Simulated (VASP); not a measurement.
# CsSnI3 (Pm-3m) in VASP: single point with PBE

Aim: the single point of CsSnI3 with PBE.

Program: VASP 6.6.1. These are calculated values, not measurements. Logs are shortened: lines on timing, memory, paths and dates and some standing lists are left out, and cuts for length are marked.

## Step 1: The cell of the first run

Symmetry: Pm-3m, No. 221, cubic system. Conventional cell: a = 6.206 Å, b = 6.206 Å, c = 6.206 Å, α = 90.00°, β = 90.00°, γ = 90.00°. Within 5.8 Å of Cs (site symmetry m-3m) lie 12 I at 4.39 Å and 8 Sn at 5.37 Å. Within 4.1 Å of Sn (site symmetry m-3m) lie 6 I at 3.10 Å. Within 4.1 Å of I (site symmetry 4/mmm) lie 2 Sn at 3.10 Å.

## Step 2: Single point, PBE

The input, INCAR:

```
SYSTEM = CsSnI3
ALGO = Normal
EDIFF = 1E-7
ENCUT = 520
GGA = PE
ISIF = 2
ISMEAR = 0
LASPH = .TRUE.
LCHARG = .FALSE.
LREAL = .FALSE.
LWAVE = .FALSE.
NBANDS = 30
NELM = 100
PREC = Accurate
SIGMA = 0.1
```

The input, KPOINTS:

```
k-points
0
G
  4 4 4
  0 0 0
```

The input, POSCAR:

```
CsSnI3
1.0
    6.2057000000      0.0000000000      0.0000000000
    0.0000000000      6.2057000000      0.0000000000
    0.0000000000      0.0000000000      6.2057000000
Cs Sn I
1 1 3
Direct
    0.0000000000      0.0000000000      0.0000000000
    0.5000000000      0.5000000000      0.5000000000
    0.0000000000      0.5000000000      0.5000000000
    0.5000000000      0.0000000000      0.5000000000
    0.5000000000      0.5000000000      0.0000000000
```

Potentials or basis: VASP PAW PBE potentials, release 64 (Cs_sv, Sn_d, I).

Launch:

```console
$ cat potpaw_PBE.64/Cs_sv/POTCAR potpaw_PBE.64/Sn_d/POTCAR potpaw_PBE.64/I/POTCAR > POTCAR
$ mpirun -np 1 vasp_std > vasp.out
```

OUTCAR:

```text
SYSTEM = CsSnI3
   EDIFF = 1E-7
   ENCUT = 520
   GGA = PE
   ISIF = 2
   ISMEAR = 0
   LASPH = .TRUE.
   LREAL = .FALSE.
   NELM = 100
   PREC = Accurate

 ion  position               nearest neighbor table
   1  0.000  0.000  0.000-
   2  0.500  0.500  0.500-   3 3.10   4 3.10   5 3.10   5 3.10   4 3.10   3 3.10
   3  0.000  0.500  0.500-   2 3.10   2 3.10
   4  0.500  0.000  0.500-   2 3.10   2 3.10
   5  0.500  0.500  0.000-   2 3.10   2 3.10

  LATTYP: Found a simple cubic cell.
 ALAT       =     6.2057000000

  Lattice vectors:

 A1 = (   6.2057000000,   0.0000000000,   0.0000000000)
 A2 = (   0.0000000000,   6.2057000000,   0.0000000000)
 A3 = (   0.0000000000,   0.0000000000,   6.2057000000)

Analysis of symmetry for initial positions (statically):
=====================================================================
 Subroutine PRICEL returns:
 Original cell was already a primitive cell.

 Routine SETGRP: Setting up the symmetry group for a
 simple cubic supercell.

 Subroutine GETGRP returns: Found 48 space group operations
 (whereof 48 operations were pure point group operations)
 out of a pool of 48 trial point group operations.

The static configuration has the point symmetry O_h .

Analysis of symmetry for dynamics (positions and initial velocities):
=====================================================================
 Subroutine PRICEL returns:
 Original cell was already a primitive cell.

 Routine SETGRP: Setting up the symmetry group for a
 simple cubic supercell.

 Subroutine GETGRP returns: Found 48 space group operations
 (whereof 48 operations were pure point group operations)
 out of a pool of 48 trial point group operations.

The dynamic configuration has the point symmetry O_h .

 Subroutine INISYM returns: Found 48 space group operations
 (whereof 48 operations are pure point group operations),
 and found     1 'primitive' translations

----------------------------------------------------------------------------------------

                                     Primitive cell

  volume of cell :     238.9859

  direct lattice vectors                    reciprocal lattice vectors
     6.205700000  0.000000000  0.000000000     0.161142176  0.000000000  0.000000000
     0.000000000  6.205700000  0.000000000     0.000000000  0.161142176  0.000000000
     0.000000000  0.000000000  6.205700000     0.000000000  0.000000000  0.161142176

  length of vectors
     6.205700000  6.205700000  6.205700000     0.161142176  0.161142176  0.161142176

  position of ions in fractional coordinates (direct lattice)
     0.000000000  0.000000000  0.000000000
     0.500000000  0.500000000  0.500000000
     0.000000000  0.500000000  0.500000000
     0.500000000  0.000000000  0.500000000
     0.500000000  0.500000000  0.000000000

  ion indices of the primitive-cell ions
   primitive index   ion index
                 1           1
                 2           2
                 3           3
                 4           4
                 5           5

----------------------------------------------------------------------------------------

 KPOINTS: k-points

Automatic generation of k-mesh.
 Grid dimensions read from file:
 generate k-points for:    4    4    4

 Generating k-lattice:

  Cartesian coordinates                     Fractional coordinates (reciprocal lattice)
     0.040285544  0.000000000  0.000000000     0.250000000  0.000000000  0.000000000
     0.000000000  0.040285544  0.000000000     0.000000000  0.250000000  0.000000000
     0.000000000  0.000000000  0.040285544     0.000000000  0.000000000  0.250000000

  Length of vectors
     0.040285544  0.040285544  0.040285544

  Shift w.r.t. Gamma in fractional coordinates (k-lattice)
     0.000000000  0.000000000  0.000000000

 Subroutine IBZKPT returns following result:
 ===========================================

 Found     10 irreducible k-points:

 Following reciprocal coordinates:
            Coordinates               Weight
  0.000000  0.000000  0.000000      1.000000
  0.250000  0.000000  0.000000      6.000000
  0.500000  0.000000  0.000000      3.000000
  0.250000  0.250000  0.000000     12.000000
  0.500000  0.250000  0.000000     12.000000
  0.500000  0.500000  0.000000      3.000000
  0.250000  0.250000  0.250000      8.000000
  0.500000  0.250000  0.250000     12.000000
  0.500000  0.500000  0.250000      6.000000
  0.500000  0.500000  0.500000      1.000000
   k-points           NKPTS =     10   k-points in BZ     NKDIM =     10   number of bands    NBANDS=     30
   number of dos      NEDOS =    301   number of ions     NIONS =      5
   total plane-waves  NPLWV = 110592
   dimension x,y,z NGX =    48 NGY =   48 NGZ =   48
   dimension x,y,z NGXF=    96 NGYF=   96 NGZF=   96
   ions per type =               1   1   3
   NGX,Y,Z   is equivalent  to a cutoff of  12.86, 12.86, 12.86 a.u.
   NGXF,Y,Z  is equivalent  to a cutoff of  25.72, 25.72, 25.72 a.u.
 SYSTEM =  CsSnI3
   PREC   = accura    normal or accurate (medium, high low for compatibility)
   ISTART =      0    job   : 0-new  1-cont  2-samecut
   ICHARG =      2    charge: 1-file 2-atom 10-const
   ISPIN  =      1    spin polarized calculation?
   LNONCOLLINEAR =      F non collinear calculations
   LSORBIT =      F    spin-orbit coupling
   LASPH  =      T    aspherical Exc in radial PAW
   ENCUT  =  520.0 eV  38.22 Ry    6.18 a.u.  11.54 11.54 11.54*2*pi/ulx,y,z
   NELM   =    100;   NELMIN=  2; NELMDL= -5     # of ELM steps
   EDIFF  = 0.1E-06   stopping-criterion for ELM
   LREAL  =      F    real-space projection
   EDIFFG = 0.1E-05   stopping-criterion for IOM
   NSW    =      0    number of steps for IOM
   IBRION =     -1    ionic relax: 0-MD 1-quasi-New 2-CG
   NFREE  =      0    steps in history (QN), initial steepest desc. (CG)
   ISIF   =      2    stress and relaxation
   ISYM   =      2    0-nonsym 1-usesym 2-fastsym
   POTIM  = 0.5000    time-step for ionic-motion
   TEBEG  =    0.0;   TEEND  =   0.0 temperature during run
   PSTRESS=    0.0 pullay stress
   NELECT =      44.0000    total number of electrons
   NUPDOWN=      -1.0000    fix difference up-down
   EMIN   =  10.00;   EMAX   =-10.00  energy-range for DOS
   EFERMI =   0.00;   METHOD = LEGACY
   ISMEAR =     0;   SIGMA  =   0.10  broadening in eV -4-tet -1-fermi 0-gaus
   EFERMI_NEDOS =   21; number of points for ismear=-14 and -15
   IALGO  =     38    algorithm
   IMIX   =      4    mixing-type and parameters
     AMIX     =   0.40;   BMIX     =  1.00
     AMIX_MAG =   1.60;   BMIX_MAG =  1.00
  volume/ion in A,a.u.               =      47.80       322.55
  Fermi-wavevector in a.u.,A,eV,Ry     =   0.931326  1.759950 11.801253  0.867368
  Thomas-Fermi vector in A             =   2.057807
   LORBIT       =      0    0 simple, 1 ext, 2 COOP (PROOUT), +10 PAW based schemes
   GGA     = PE    functional components
   LHFCALC =     F    Hartree Fock is set to
   AEXX    =    0.0000 exact exchange contribution
   IVDW    =     0    specifies the selected vdW correction
   LEPSILON=     F    determine dielectric tensor
   LRPA    =     F    only Hartree local field effects (RPA)
 non-spin polarized calculation
 Gauss-broadening in eV      SIGMA  =   0.10
  energy-cutoff  :      520.00
  volume of cell :      238.99
 maximum number of plane-waves:      6488
 NGX is ok and might be reduce to    48
   NGX = 23   NGY = 23   NGZ = 23

 number of electron      43.9999983 magnetization

 Free energy of the ion-electron system (eV)
  ---------------------------------------------------
  ext. energy  EPLUGINS =         0.00000000
  ---------------------------------------------------
  free energy    TOTEN  =       -13.94648493 eV

  energy without entropy =      -13.94617472  energy(sigma->0) =      -13.94632983

 E-fermi :   3.0442     XC(G=0):  -7.5232

 val. band max:        2.9092786777   @ k =   0.5000   0.5000   0.5000
 cond. band min:       3.2103211497   @ k =   0.5000   0.5000   0.5000
 fundamental gap:      0.3010424720
 Fermi energy:         3.0441890025

 k-point     1 :       0.0000    0.0000    0.0000
  band No.  band energies     occupation
      1     -19.4253      2.00000
      2     -19.2478      2.00000
      3     -19.2478      2.00000
      4     -19.2281      2.00000
      5     -19.2281      2.00000
      6     -19.2281      2.00000
[... 22 lines left out ...]
     29       7.5870      0.00000
     30       7.5870      0.00000

 k-point     2 :       0.2500    0.0000    0.0000
  band No.  band energies     occupation
      1     -19.4251      2.00000
      2     -19.2478      2.00000
      3     -19.2471      2.00000
      4     -19.2282      2.00000
      5     -19.2282      2.00000
      6     -19.2281      2.00000
[... 22 lines left out ...]
     29       6.8240      0.00000
     30       7.4994      0.00000

 k-point     3 :       0.5000    0.0000    0.0000
  band No.  band energies     occupation
      1     -19.4249      2.00000
      2     -19.2478      2.00000
      3     -19.2463      2.00000
      4     -19.2282      2.00000
      5     -19.2282      2.00000
      6     -19.2281      2.00000
[... 22 lines left out ...]
     29       7.2204      0.00000
     30       7.2204      0.00000

 k-point     4 :       0.2500    0.2500    0.0000
  band No.  band energies     occupation
      1     -19.4249      2.00000
      2     -19.2475      2.00000
      3     -19.2467      2.00000
      4     -19.2282      2.00000
      5     -19.2282      2.00000
      6     -19.2282      2.00000
[... 154 lines left out ...]
     29       7.4767      0.00000
     30       7.4880      0.00000

 k-point     9 :       0.5000    0.5000    0.2500
  band No.  band energies     occupation
      1     -19.4244      2.00000
      2     -19.2463      2.00000
      3     -19.2455      2.00000
      4     -19.2284      2.00000
      5     -19.2283      2.00000
      6     -19.2283      2.00000
[... 22 lines left out ...]
     29       7.1785      0.00000
     30       7.7596      0.00000

 k-point    10 :       0.5000    0.5000    0.5000
  band No.  band energies     occupation
      1     -19.4242      2.00000
      2     -19.2455      2.00000
      3     -19.2455      2.00000
      4     -19.2284      2.00000
      5     -19.2284      2.00000
      6     -19.2284      2.00000
[... 22 lines left out ...]
     29       6.8825      0.00000
     30       8.0676      0.00000

------------------------ aborting loop because EDIFF is reached ----------------------------------------

  FORCE on cell =-STRESS in cart. coord.  units (eV):
  Direction    XX          YY          ZZ          XY          YZ          ZX
  --------------------------------------------------------------------------------------
  -------------------------------------------------------------------------------------
  Total        1.1991469      1.1991469      1.1991469     -0.0000000      0.0000000      0.0000000
  in kB        8.0391596      8.0391596      8.0391596     -0.0000000      0.0000000      0.0000000
  external PRESSURE =       8.0391596 kB  Pullay stress =       0.0000000 kB

 VOLUME and BASIS-vectors are now :
 -----------------------------------------------------------------------------
  energy-cutoff  :      520.00
  volume of cell :      238.99
      direct lattice vectors                 reciprocal lattice vectors
     6.205700000  0.000000000  0.000000000     0.161142176  0.000000000  0.000000000
     0.000000000  6.205700000  0.000000000     0.000000000  0.161142176  0.000000000
     0.000000000  0.000000000  6.205700000     0.000000000  0.000000000  0.161142176

 POSITION                                       TOTAL-FORCE (eV/Angst)
 -----------------------------------------------------------------------------------
      0.00000      0.00000      0.00000         0.000000      0.000000      0.000000
      3.10285      3.10285      3.10285         0.000000      0.000000      0.000000
      0.00000      3.10285      3.10285         0.000000      0.000000      0.000000
      3.10285      0.00000      3.10285         0.000000      0.000000      0.000000
      3.10285      3.10285      0.00000         0.000000      0.000000      0.000000
 -----------------------------------------------------------------------------------
    total drift:                                0.000000     -0.000000     -0.000000

  FREE ENERGIE OF THE ION-ELECTRON SYSTEM (eV)
  ---------------------------------------------------
  free  energy   TOTEN  =       -13.9464849299 eV

  energy  without entropy=      -13.9461747219  energy(sigma->0) =      -13.94632983
```

Wall time 54 s (1 thread of Intel Xeon 6975P-C (Granite Rapids), shared host); peak memory 0.35 GiB.

Results:

- Free energy: -13.9465 eV
- Pressure: 0.8 GPa
- Band gap on the k mesh: 0.30 eV, direct

Caveat: spin-orbit coupling is left out, which moves the levels of the heavy elements.
